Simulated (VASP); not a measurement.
# AlCo (P-6m2) in VASP: single point with PBE

Aim: the single point of AlCo with PBE.

Everything below comes from runs of VASP 6.6.1. Logs are shortened: lines on timing, memory, paths and dates and some standing lists are left out, and cuts for length are marked.

## Step 1: The cell of the first run

The structure is hexagonal, space group P-6m2 (No. 187). The conventional cell has a = 2.863 Å, b = 2.863 Å, c = 4.281 Å, α = 90.00°, β = 90.00°, γ = 120.00°. Within 3.6 Å of Co (site symmetry -6m2) lie 6 Al at 2.70 Å and 6 Co at 2.86 Å. Al (site symmetry -6m2) has 6 Co at 2.70 Å and 6 Al at 2.86 Å within 3.6 Å.

## Step 2: Single point, PBE, collinear spin, ferromagnetic start (Ti replaced by Co, lengths x 0.927, strained)

Input file INCAR:

```
SYSTEM = AlCo
PREC     = Accurate       ! precision mode
ENCUT    = 520            ! plane-wave cutoff, eV
EDIFF    = 1E-7           ! SCF threshold, eV
ISMEAR   = 0              ! smearing method
SIGMA    = 0.1            ! smearing width, eV
LREAL    = .False.        ! projectors in reciprocal space
LASPH    = .True.         ! aspherical terms in the spheres
NELM     = 150            ! most SCF steps
ALGO     = Normal         ! electronic algorithm
ISIF     = 2              ! what is computed and relaxed
LWAVE    = .False.        ! write WAVECAR
LCHARG   = .False.        ! write CHGCAR
ISPIN    = 2              ! spin polarisation
MAGMOM   = 1.28 0         ! initial moments
LORBIT   = 11             ! projections on sites
LMAXMIX  = 4              ! l up to which the mixer works
GGA      = PE             ! functional
NBANDS   = 17             ! bands
```

Input file KPOINTS:

```
Automatic mesh
0
Gamma
  18 18 10
  0 0 0
```

Input file POSCAR:

```
AlCo
1.0
    2.8633243899      0.0000000000      0.0000000000
   -1.4316621949      2.4797116609      0.0000000000
    0.0000000000      0.0000000000      4.2811964360
Co Al
1 1
Direct
    0.0000000000      0.0000000000      0.0000000000
    0.3333333300      0.6666666700      0.5000000000
```

Potentials or basis: VASP PAW PBE potentials, release 64 (Co, Al).

Command:

```sh
$ cat potpaw_PBE.64/Co/POTCAR potpaw_PBE.64/Al/POTCAR > POTCAR
$ mpirun -np 1 vasp_std > vasp.out
```

OUTCAR:

```text
SYSTEM = AlCo
   PREC = Accurate
   ENCUT = 520
   EDIFF = 1E-7
   ISMEAR = 0
   LREAL = .False.
   LASPH = .True.
   NELM = 150
   ISIF = 2
   ISPIN = 2
   LORBIT = 11
   GGA = PE

 ion  position               nearest neighbor table
   1  0.000  0.000  0.000-   2 2.70   2 2.70   2 2.70   2 2.70   2 2.70   2 2.70
   2  0.333  0.667  0.500-   1 2.70   1 2.70   1 2.70   1 2.70   1 2.70   1 2.70

  LATTYP: Found a hexagonal cell.
 ALAT       =     2.8633243899
 C/A-ratio  =     1.4951838678

  Lattice vectors:

 A1 = (   2.8633243899,   0.0000000000,   0.0000000000)
 A2 = (  -1.4316621949,   2.4797116609,   0.0000000000)
 A3 = (   0.0000000000,   0.0000000000,   4.2811964360)

Analysis of symmetry for initial positions (statically):
=====================================================================
 Subroutine PRICEL returns:
 Original cell was already a primitive cell.

 Routine SETGRP: Setting up the symmetry group for a
 hexagonal supercell.

 Subroutine GETGRP returns: Found 12 space group operations
 (whereof 12 operations were pure point group operations)
 out of a pool of 24 trial point group operations.

The static configuration has the point symmetry D_3h.

Analysis of symmetry for dynamics (positions and initial velocities):
=====================================================================
 Subroutine PRICEL returns:
 Original cell was already a primitive cell.

 Routine SETGRP: Setting up the symmetry group for a
 hexagonal supercell.

 Subroutine GETGRP returns: Found 12 space group operations
 (whereof 12 operations were pure point group operations)
 out of a pool of 24 trial point group operations.

The dynamic configuration has the point symmetry D_3h.

Analysis of structural, dynamic, and magnetic symmetry:
=====================================================================
 Subroutine PRICEL returns:
 Original cell was already a primitive cell.

 Routine SETGRP: Setting up the symmetry group for a
 hexagonal supercell.

 Subroutine GETGRP returns: Found 12 space group operations
 (whereof 12 operations were pure point group operations)
 out of a pool of 24 trial point group operations.

The overall configuration has the point symmetry D_3h.

 Subroutine INISYM returns: Found 12 space group operations
 (whereof 12 operations are pure point group operations),
 and found     1 'primitive' translations

----------------------------------------------------------------------------------------

                                     Primitive cell
[... 115 lines left out ...]
   LORBIT       =     11    0 simple, 1 ext, 2 COOP (PROOUT), +10 PAW based schemes
   GGA     = PE    functional components
   LHFCALC =     F    Hartree Fock is set to
   AEXX    =    0.0000 exact exchange contribution
   IVDW    =     0    specifies the selected vdW correction
   LEPSILON=     F    determine dielectric tensor
   LRPA    =     F    only Hartree local field effects (RPA)
 spin polarized calculation
 Gauss-broadening in eV      SIGMA  =   0.10
  energy-cutoff  :      520.00
  volume of cell :       30.40
 maximum number of plane-waves:       844
 NGX is ok and might be reduce to    24
   NGX = 11   NGY = 11   NGZ = 15

 number of electron      12.0000001 magnetization       1.0030989

 Free energy of the ion-electron system (eV)
  ---------------------------------------------------
  ext. energy  EPLUGINS =         0.00000000
  ---------------------------------------------------
  free energy    TOTEN  =       -10.92669373 eV

  energy without entropy =      -10.91584290  energy(sigma->0) =      -10.92126832

 E-fermi :   7.2635     XC(G=0): -11.0106

 val. band max:        7.2593214616   @ k =   0.0556   0.0556   0.1000
 cond. band min:       7.2644823453   @ k =   0.0556   0.0556   0.0000
 fundamental gap:      0.0051608837
 Fermi energy:         7.2635319422

 spin component 1

 k-point     1 :       0.0000    0.0000    0.0000
  band No.  band energies     occupation
      1      -2.2108      1.00000
      2       4.2688      1.00000
      3       5.5141      1.00000
      4       5.5141      1.00000
      5       5.6663      1.00000
      6       6.3735      1.00000
[... 459 lines left out ...]
      6       6.5208      1.00000
[... 9 lines left out ...]
     16      27.5761      0.00000
     17      30.1882      0.00000

 [... further k-points ...]

 spin component 2

 k-point     1 :       0.0000    0.0000    0.0000
  band No.  band energies     occupation
      1      -2.2704      1.00000
      2       4.8104      1.00000
      3       5.5596      1.00000
      4       6.8118      1.00000
      5       6.8118      1.00000
      6       7.2905      0.35156
[... 459 lines left out ...]
      6       7.8751      0.00000
[... 9 lines left out ...]
     16      27.4922      0.00000
     17      30.2055      0.00000

 [... further k-points ...]

------------------------ aborting loop because EDIFF is reached ----------------------------------------

  FORCE on cell =-STRESS in cart. coord.  units (eV):
  Direction    XX          YY          ZZ          XY          YZ          ZX
  --------------------------------------------------------------------------------------
  -------------------------------------------------------------------------------------
  Total       -3.1431779     -3.1431779     -5.4268970     -0.0000000      0.0000000     -0.0000000
  in kB     -165.6695361   -165.6695361   -286.0390099     -0.0000000      0.0000000     -0.0000000
  external PRESSURE =    -205.7926940 kB  Pullay stress =       0.0000000 kB

 VOLUME and BASIS-vectors are now :
 -----------------------------------------------------------------------------
  energy-cutoff  :      520.00
  volume of cell :       30.40
      direct lattice vectors                 reciprocal lattice vectors
     2.863324390  0.000000000  0.000000000     0.349244397  0.201636347  0.000000000
    -1.431662195  2.479711661  0.000000000     0.000000000  0.403272693  0.000000000
     0.000000000  0.000000000  4.281196436     0.000000000  0.000000000  0.233579565

 POSITION                                       TOTAL-FORCE (eV/Angst)
 -----------------------------------------------------------------------------------
      0.00000      0.00000      0.00000        -0.000000      0.000000      0.000000
     -0.00000      1.65314      2.14060         0.000000     -0.000000      0.000000
 -----------------------------------------------------------------------------------
    total drift:                               -0.000000      0.000000      0.000000

  FREE ENERGIE OF THE ION-ELECTRON SYSTEM (eV)
  ---------------------------------------------------
  free  energy   TOTEN  =       -10.9266937255 eV

  energy  without entropy=      -10.9158429048  energy(sigma->0) =      -10.92126832

 total charge

# of ion       s       p       d       tot
------------------------------------------
    1        0.359   0.335   7.272   7.965
    2        0.403   0.341   0.000   0.744
--------------------------------------------------
tot          0.762   0.676   7.272   8.710

 magnetization (x)

# of ion       s       p       d       tot
------------------------------------------
    1       -0.002  -0.011   1.128   1.116
    2       -0.006  -0.015   0.000  -0.020
--------------------------------------------------
tot         -0.007  -0.025   1.128   1.096
```

OSZICAR:

```text
N       E                     dE             d eps       ncg     rms          rms(c)
DAV:   1     0.348463080504E+02    0.34846E+02   -0.45133E+03 15192   0.655E+02
DAV:   2    -0.106438628770E+02   -0.45490E+02   -0.39864E+02 16946   0.138E+02
DAV:   3    -0.125030221975E+02   -0.18592E+01   -0.18268E+01 18805   0.302E+01
DAV:   4    -0.125343783476E+02   -0.31356E-01   -0.31333E-01 18678   0.345E+00
DAV:   5    -0.125354116865E+02   -0.10333E-02   -0.10333E-02 19687   0.660E-01    0.115E+01
DAV:   6    -0.179404373742E+02   -0.54050E+01   -0.69378E+01 18185   0.774E+01    0.257E+01
DAV:   7    -0.109380949476E+02    0.70023E+01   -0.35532E+01 18512   0.494E+01    0.181E+00
DAV:   8    -0.109409714415E+02   -0.28765E-02   -0.27545E-01 19128   0.354E+00    0.127E+00
DAV:   9    -0.109275192313E+02    0.13452E-01   -0.58060E-02 19261   0.203E+00    0.628E-01
DAV:  10    -0.109269785761E+02    0.54066E-03   -0.25315E-03 18805   0.350E-01    0.194E-01
DAV:  11    -0.109268092226E+02    0.16935E-03   -0.67831E-04 19430   0.165E-01    0.145E-01
DAV:  12    -0.109266995297E+02    0.10969E-03   -0.64623E-04 19803   0.165E-01    0.492E-02
DAV:  13    -0.109266947240E+02    0.48056E-05   -0.17332E-05 18201   0.327E-02    0.327E-02
DAV:  14    -0.109266947767E+02   -0.52683E-07   -0.52955E-06 20841   0.160E-02    0.189E-02
DAV:  15    -0.109266937685E+02    0.10082E-05   -0.93754E-07 16327   0.611E-03    0.862E-03
DAV:  16    -0.109266937801E+02   -0.11616E-07   -0.11487E-06 16619   0.787E-03    0.176E-03
DAV:  17    -0.109266937255E+02    0.54629E-07   -0.53494E-08  8276   0.177E-03
   1 F= -.10926694E+02 E0= -.10921268E+02  d E =-.108508E-01  mag=     1.0031
```

Run time: 73 s. Hardware: 1 thread of Intel Xeon 6975P-C (Granite Rapids), shared host; peak memory 0.3 GiB.

What came out:

| Quantity | Value |
| --- | --- |
| Free energy | -10.9267 eV |
| Pressure | -20.6 GPa |
| Net moment | 1.00 μB per cell |
| Site moments | Co +1.12; Al -0.02 μB |
| Valence electrons inside the program's atomic spheres | Co 7.96; Al 0.74 |

Stress tensor (GPa, compression positive):
```
-16.57   0.00   0.00
  0.00 -16.57   0.00
  0.00   0.00 -28.60
```

Caveat: the cell differs from its parent crystal (Ti replaced by Co, lengths x 0.927, strained).
